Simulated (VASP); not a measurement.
# Cs2PrI2Br4 (I4/mmm) in VASP: single point with r2SCAN

Aim: the single point of Cs2PrI2Br4 with r2SCAN.

Everything below comes from runs of VASP 6.6.1. Logs are shortened: lines on timing, memory, paths and dates and some standing lists are left out, and cuts for length are marked.

**1. The cell of the first run**

Symmetry: I4/mmm, No. 139, tetragonal system. Conventional cell: a = 8.718 Å, b = 8.718 Å, c = 9.330 Å, α = 90.00°, β = 90.00°, γ = 90.00°. Within 3.3 Å of Pr (site symmetry 4/mmm) lie 4 Br at 2.51 Å and 2 I at 3.25 Å. Within 3.7 Å of I (site symmetry 4mm) lie 1 I at 2.83 Å and 1 Pr at 3.25 Å. Cs (site symmetry -4m2) has 8 Br at 3.91 Å and 4 I at 4.45 Å and 2 Cs at 4.67 Å and 4 Pr at 4.94 Å within 5.1 Å. Within 3.3 Å of Br (site symmetry m2m) lie 1 Pr at 2.51 Å.

**2. Single point, r2SCAN**

The input, POSCAR:

```
Cs2PrI2Br4
1.0
   -4.3591720000      4.3591720000      4.6650480000
    4.3591720000     -4.3591720000      4.6650480000
    4.3591720000      4.3591720000     -4.6650480000
Pr I Cs Br
1 2 2 4
Direct
    0.0000000000      0.0000000000      0.0000000000
    0.3481500000      0.3481500000      0.0000000000
    0.6518500000      0.6518500000      0.0000000000
    0.7500000000      0.2500000000      0.5000000000
    0.2500000000      0.7500000000      0.5000000000
    0.2035600000      0.2035600000      0.4071200000
    0.2035600000      0.7964400000      0.0000000000
    0.7964400000      0.7964400000      0.5928800000
    0.7964400000      0.2035600000      0.0000000000
```

The input, INCAR.step1:

```
SYSTEM = Cs2PrI2Br4
  PREC = Accurate
  ENCUT = 520
  ISMEAR = 0
  SIGMA = 0.1027
  LREAL = .False.
  LASPH = .True.
  NELM = 100
  NBANDS = 46
  GGA = PE
  ALGO = Normal
  EDIFF = 1E-4
  LWAVE = .True.
  LCHARG = .False.
```

The input, INCAR.step2:

```
SYSTEM = Cs2PrI2Br4
  PREC = Accurate
  ENCUT = 520
  EDIFF = 1E-6
  ISMEAR = 0
  SIGMA = 0.1027
  LREAL = .False.
  LASPH = .True.
  NELM = 100
  ALGO = Normal
  ISIF = 2
  LWAVE = .False.
  LCHARG = .True.
  METAGGA = R2SCAN
  LMIXTAU = .True.
  LELF = .True.
  LVHAR = .True.
  NBANDS = 46
  ISTART = 1
```

The input, KPOINTS:

```
Automatic mesh
0
Gamma
  3 3 3
  0.5 0.5 0.5
```

Potentials or basis: VASP PAW PBE potentials, release 64 (Pr, I, Cs_sv, Br).

Started as:

```sh
cat potpaw_PBE.64/Pr/POTCAR potpaw_PBE.64/I/POTCAR potpaw_PBE.64/Cs_sv/POTCAR potpaw_PBE.64/Br/POTCAR > POTCAR
cp INCAR.step1 INCAR
mpirun -np 1 vasp_std > vasp.out
cp INCAR.step2 INCAR
mpirun -np 1 vasp_std > vasp.out
```

OUTCAR:

```text
SYSTEM = Cs2PrI2Br4
   PREC = Accurate
   ENCUT = 520
   EDIFF = 1E-6
   ISMEAR = 0
   LREAL = .False.
   LASPH = .True.
   NELM = 100
   ISIF = 2
   METAGGA = R2SCAN
   ISTART = 1

 ion  position               nearest neighbor table
   1  0.000  0.000  0.000-   6 2.51   8 2.51   7 2.51   9 2.51   2 3.25   3 3.25
   2  0.348  0.348  0.000-   3 2.83   1 3.25
   3  0.652  0.652  0.000-   2 2.83   1 3.25
   4  0.750  0.250  0.500-
   5  0.250  0.750  0.500-
   6  0.204  0.204  0.407-   1 2.51
   7  0.204  0.796  0.000-   1 2.51
   8  0.796  0.796  0.593-   1 2.51
   9  0.796  0.204  0.000-   1 2.51

  LATTYP: Found a body centered tetragonal cell.
 ALAT       =     8.7183440000
 C/A-ratio  =     1.0701683714

  Lattice vectors:

 A1 = (  -4.3591720000,   4.3591720000,   4.6650480000)
 A2 = (   4.3591720000,  -4.3591720000,   4.6650480000)
 A3 = (   4.3591720000,   4.3591720000,  -4.6650480000)

Analysis of symmetry for initial positions (statically):
=====================================================================
 Subroutine PRICEL returns:
 Original cell was already a primitive cell.

 Routine SETGRP: Setting up the symmetry group for a
 body centered tetragonal supercell.

 Subroutine GETGRP returns: Found 16 space group operations
 (whereof 16 operations were pure point group operations)
 out of a pool of 16 trial point group operations.

The static configuration has the point symmetry D_4h.

Analysis of symmetry for dynamics (positions and initial velocities):
=====================================================================
 Subroutine PRICEL returns:
 Original cell was already a primitive cell.

 Routine SETGRP: Setting up the symmetry group for a
 body centered tetragonal supercell.

 Subroutine GETGRP returns: Found 16 space group operations
 (whereof 16 operations were pure point group operations)
 out of a pool of 16 trial point group operations.

The dynamic configuration has the point symmetry D_4h.

 Subroutine INISYM returns: Found 16 space group operations
 (whereof 16 operations are pure point group operations),
 and found     1 'primitive' translations

----------------------------------------------------------------------------------------

                                     Primitive cell

  volume of cell :     354.5881

[... 88 lines left out ...]
   NFREE  =      0    steps in history (QN), initial steepest desc. (CG)
   ISIF   =      2    stress and relaxation
   ISYM   =      2    0-nonsym 1-usesym 2-fastsym
   POTIM  = 0.5000    time-step for ionic-motion
   TEBEG  =    0.0;   TEEND  =   0.0 temperature during run
   PSTRESS=    0.0 pullay stress
   NELECT =      73.0000    total number of electrons
   NUPDOWN=      -1.0000    fix difference up-down
   EMIN   =  10.00;   EMAX   =-10.00  energy-range for DOS
   EFERMI =   0.00;   METHOD = LEGACY
   ISMEAR =     0;   SIGMA  =   0.10  broadening in eV -4-tet -1-fermi 0-gaus
   EFERMI_NEDOS =   21; number of points for ismear=-14 and -15
   IALGO  =     38    algorithm
   IMIX   =      4    mixing-type and parameters
     AMIX     =   0.40;   BMIX     =  1.00
     AMIX_MAG =   1.60;   BMIX_MAG =  1.00
  volume/ion in A,a.u.               =      39.40       265.88
  Fermi-wavevector in a.u.,A,eV,Ry     =   0.966661  1.826725 12.713752  0.934434
  Thomas-Fermi vector in A             =   2.096482
   LORBIT       =      0    0 simple, 1 ext, 2 COOP (PROOUT), +10 PAW based schemes
   METAGGA = R2SCAN    functional components
   LHFCALC =     F    Hartree Fock is set to
   AEXX    =    0.0000 exact exchange contribution
   IVDW    =     0    specifies the selected vdW correction
   LEPSILON=     F    determine dielectric tensor
   LRPA    =     F    only Hartree local field effects (RPA)
 non-spin polarized calculation
 Gauss-broadening in eV      SIGMA  =   0.10
  energy-cutoff  :      520.00
  volume of cell :      354.59
 maximum number of plane-waves:      9560
 NGX is ok and might be reduce to    60
   NGX = 29   NGY = 29   NGZ = 29

 number of electron      73.0000009 magnetization

 Free energy of the ion-electron system (eV)
  ---------------------------------------------------
  ext. energy  EPLUGINS =         0.00000000
  ---------------------------------------------------
  free energy    TOTEN  =      -195.79288891 eV

  energy without entropy =     -195.73447194  energy(sigma->0) =     -195.76368042

 E-fermi :   2.3142     XC(G=0):  -8.3369

 val. band max:        2.3138588619   @ k =  -0.1667   0.5000   0.1667
 cond. band min:       2.3145532104   @ k =   0.1667   0.1667   0.1667
 fundamental gap:      0.0006943485
 Fermi energy:         2.3141609428

 k-point     1 :       0.1667    0.1667    0.1667
  band No.  band energies     occupation
      1     -34.6531      2.00000
      2     -20.5543      2.00000
      3     -20.5444      2.00000
      4     -17.4970      2.00000
      5     -17.4967      2.00000
      6     -16.0385      2.00000
[... 283 lines left out ...]
     45       6.0876      0.00000
     46       6.0876      0.00000

------------------------ aborting loop because EDIFF is reached ----------------------------------------

  FORCE on cell =-STRESS in cart. coord.  units (eV):
  Direction    XX          YY          ZZ          XY          YZ          ZX
  --------------------------------------------------------------------------------------
  -------------------------------------------------------------------------------------
  Total       16.4085802     16.4085802      7.0556401      0.0000000      0.0000000     -0.0000000
  in kB       74.1408341     74.1408341     31.8803355      0.0000000      0.0000000     -0.0000000
  external PRESSURE =      60.0540012 kB  Pullay stress =       0.0000000 kB

 VOLUME and BASIS-vectors are now :
 -----------------------------------------------------------------------------
  energy-cutoff  :      520.00
  volume of cell :      354.59
      direct lattice vectors                 reciprocal lattice vectors
    -4.359172000  4.359172000  4.665048000     0.000000000  0.114700682  0.107180033
     4.359172000 -4.359172000  4.665048000     0.114700682  0.000000000  0.107180033
     4.359172000  4.359172000 -4.665048000     0.114700682  0.114700682  0.000000000

 POSITION                                       TOTAL-FORCE (eV/Angst)
 -----------------------------------------------------------------------------------
      0.00000      0.00000      0.00000         0.000000      0.000000     -0.000000
      0.00000      0.00000      3.24827         0.000000      0.000000     -3.452467
      0.00000      0.00000      6.08182         0.000000     -0.000000      3.452467
      0.00000      4.35917      2.33252         0.000000     -0.000000     -0.000000
      4.35917      0.00000      2.33252         0.000000      0.000000     -0.000000
      1.77471      1.77471      0.00000         2.346623      2.346623     -0.000000
      2.58447     -2.58447      4.66505        -2.346623      2.346623      0.000000
      2.58447      2.58447      4.66505        -2.346623     -2.346623      0.000000
     -2.58447      2.58447      4.66505         2.346623     -2.346623      0.000000
 -----------------------------------------------------------------------------------
    total drift:                               -0.000000     -0.000000     -0.000000

  FREE ENERGIE OF THE ION-ELECTRON SYSTEM (eV)
  ---------------------------------------------------
  free  energy   TOTEN  =      -195.7928889106 eV

  energy  without entropy=     -195.7344719379  energy(sigma->0) =     -195.76368042
```

OSZICAR.step1:

```text
N       E                     dE             d eps       ncg     rms          rms(c)
DAV:   1     0.858016277726E+03    0.85802E+03   -0.26463E+04   552   0.166E+03
DAV:   2     0.142668512172E+03   -0.71535E+03   -0.67256E+03   746   0.373E+02
DAV:   3    -0.197010874262E+02   -0.16237E+03   -0.15496E+03   928   0.187E+02
[... 13 lines left out ...]
DAV:  83    -0.279941385640E+02   -0.34236E-03   -0.41467E-05   282   0.820E-02    0.599E-01
DAV:  84    -0.279942868558E+02   -0.14829E-03   -0.50727E-05   276   0.960E-02    0.595E-01
DAV:  85    -0.279943960053E+02   -0.10915E-03   -0.28741E-05   284   0.777E-02    0.594E-01
DAV:  86    -0.279942732815E+02    0.12272E-03   -0.18462E-05   276   0.641E-02    0.602E-01
DAV:  87    -0.279942560699E+02    0.17212E-04   -0.90294E-06   276   0.415E-02
   1 F= -.27994256E+02 E0= -.27950647E+02  d E =-.872180E-01
```

Wall time 39 min (1 thread of Intel Xeon Platinum 8259CL at 2.50GHz (Skylake/Cascade Lake), shared host); peak memory 0.63 GiB.

Results:

- Free energy: -195.7929 eV
- Pressure: 6.0 GPa
- Largest force: 3.452 eV/Å
- Band gap on the k mesh: zero (an odd number of electrons rules out a gap without spin polarisation)

Forces on the atoms (eV/Å):
```
Pr   0.000  0.000  0.000
I    0.000  0.000 -3.452
I    0.000  0.000  3.452
Cs   0.000  0.000  0.000
Cs   0.000  0.000  0.000
Br   2.347  2.347  0.000
Br  -2.347  2.347  0.000
Br  -2.347 -2.347  0.000
Br   2.347 -2.347  0.000
```

Caveat: the cell stands under pressure; the PAW data sets were made with another functional, which shifts forces and pressure a little; spin-orbit coupling is left out, which moves the levels of the heavy elements; an odd number of electrons without spin polarisation forces a metal; a magnetic or distorted state may lie lower; the run has no spin polarisation, though such a crystal can be magnetic; semilocal functionals describe open f shells poorly, which spoils levels, moments and volumes. Spin polarisation is off, so any magnetic state and its effect on volume and gap are missing.
